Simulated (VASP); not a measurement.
Crystal: Al2Pt.

```
CELL_PARAMETERS angstrom
0.00000 2.95500 2.95500
2.95500 0.00000 2.95500
2.95500 2.95500 0.00000
ATOMIC_POSITIONS crystal
Pt 0.00000 0.00000 0.00000
Al 0.75000 0.75000 0.75000
Al 0.25000 0.25000 0.25000
```

```yaml
Program: VASP 6.6.1
Task: relaxation of cell and atoms
Functional: PBEsol
Dispersion: D4
Potentials_or_basis: VASP PAW PBE potentials, release 64 (Pt, Al)
Cutoff: 600 eV
k_mesh: 8 × 8 × 8
Occupations: fermi-dirac, width 0.05 eV
Spin: no spin polarisation
```

At the start: pressure -3.1 GPa; volume 17.20 Å³/atom.

Question: How do energy, volume and symmetry change on relaxing?

Answer: Over 3 steps the energy falls by 3.8 meV/atom and the volume is 16.82 Å³/atom (-2.2 %); space group Fm-3m (No. 225, to 0.05 Å).

Step by step:
```csv
step,energy change (eV),largest force (eV/Å),pressure (GPa),volume (Å³)
1,0.0000,0.0000,-3.07,51.61
2,0.0038,0.0000,3.95,49.19
3,-0.0114,0.0000,-0.01,50.46
```

Final structure:
```xyz
3
Lattice="0.0000 2.9329 2.9329 2.9329 0.0000 2.9329 2.9329 2.9329 0.0000" Properties=species:S:1:pos:R:3 pbc="T T T"
Pt    0.0000    0.0000    0.0000
Al    4.3993    4.3993    4.3993
Al    1.4664    1.4664    1.4664
```

Caveat: the PAW data sets were made with another functional, which shifts forces and pressure a little; pairwise dispersion overbinds metals, which lowers pressure and volume.
